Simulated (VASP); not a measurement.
Set up this calculation in VASP 6.6.1, as the native input.

```
Task                   : electric field gradients
Functional             : PBEsol
Potentials or basis    : VASP PAW PBE potentials, release 64 (Mo_sv, Sb)
Cutoff                 : 520 eV
k mesh                 : 10 × 10 × 10
Occupations            : fermi-dirac, width 0.03 eV
Spin                   : no spin polarisation
Dipole correction      : no
Further INCAR settings : ALGO = Normal; EDIFF = 1e-08; NBANDS = 16
```

The structure of SbMo (rocksalt type) lies in POSCAR:

```
SbMo
1.0
    0.0000000000      2.7602407532      2.7602407532
    2.7602407532      0.0000000000      2.7602407532
    2.7602407532      2.7602407532      0.0000000000
Mo Sb
1 1
Direct
    0.0000000000      0.0000000000      0.0000000000
    0.5000000000      0.5000000000      0.5000000000
```

These files were run (other wordings do the same):

INCAR

```
SYSTEM = SbMo
PREC = Accurate
ENCUT = 520
EDIFF = 1E-8
ISMEAR = -1
SIGMA = 0.03
LREAL = .False.
LASPH = .True.
NELM = 80
ALGO = Normal
ISIF = 2
LWAVE = .False.
LCHARG = .False.
GGA = PS
LEFG = .True.
NBANDS = 16
```

KPOINTS

```
Automatic mesh
0
Gamma
  10 10 10
  0 0 0
```

Potentials or basis: VASP PAW PBE potentials, release 64 (Mo_sv, Sb).

Command:

```console
$ cat potpaw_PBE.64/Mo_sv/POTCAR potpaw_PBE.64/Sb/POTCAR > POTCAR
$ mpirun -np 1 vasp_std > vasp.out
```

Results of the run:

```
Pressure                                : -4.8 GPa
Band gap on the k mesh                  : zero (an odd number of electrons rules out a gap without spin polarisation)
Largest electric field gradient by atom : under 0.05 V/Å² on every atom
```

Caveat: the cell stands under tension; the PAW data sets were made with another functional, which shifts forces and pressure a little; spin-orbit coupling is left out, which moves the levels of the heavy elements.

Wall time 54 s on 1 thread of Intel Xeon 8259CL, with other jobs on the host, peak memory 0.19 GiB.
